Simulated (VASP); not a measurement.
Wanted: the native input for a VASP 6.6.1 run.

* Task: single point
* Functional: PBE
* Potentials or basis: VASP PAW PBE potentials, release 64 (Pd)
* Cutoff: 520 eV
* k mesh: 12 × 12 × 12
* Occupations: fermi-dirac, width 0.05 eV
* Spin: no spin polarisation
* Dipole correction: no
* Further INCAR settings: ALGO = Fast; EDIFF = 1e-06; NBANDS = 11

The structure of Pd lies in POSCAR:

```
Pd
1.0
    0.0000000000      1.9529736324      1.9529736324
    1.9529736324      0.0000000000      1.9529736324
    1.9529736324      1.9529736324      0.0000000000
Pd
1
Direct
    0.0000000000      0.0000000000      0.0000000000
```

The input as run:

INCAR

```
SYSTEM = Pd
  PREC = Accurate
  ENCUT = 520
  EDIFF = 1E-6
  ISMEAR = -1
  SIGMA = 0.05
  LREAL = .FALSE.
  LASPH = .TRUE.
  NELM = 100
  ALGO = Fast
  ISIF = 2
  LWAVE = .FALSE.
  LCHARG = .FALSE.
  GGA = PE
  NBANDS = 11
```

KPOINTS

```
Automatic mesh
0
G
  12 12 12
  0 0 0
```

Potentials or basis: VASP PAW PBE potentials, release 64 (Pd).

Run with:

```bash
$ cat potpaw_PBE.64/Pd/POTCAR > POTCAR
$ mpirun -np 1 vasp_std > vasp.out
```

Results of the run:

```yaml
Pressure: 4.8 GPa
Band_gap_on_the_k_mesh: zero (band 5 reaches 9.89 eV, above the bottom of band 6 at 8.33 eV)
```

It took 11 s on 1 thread of Intel Xeon 6975P-C (shared host), peak memory 0.14 GiB.
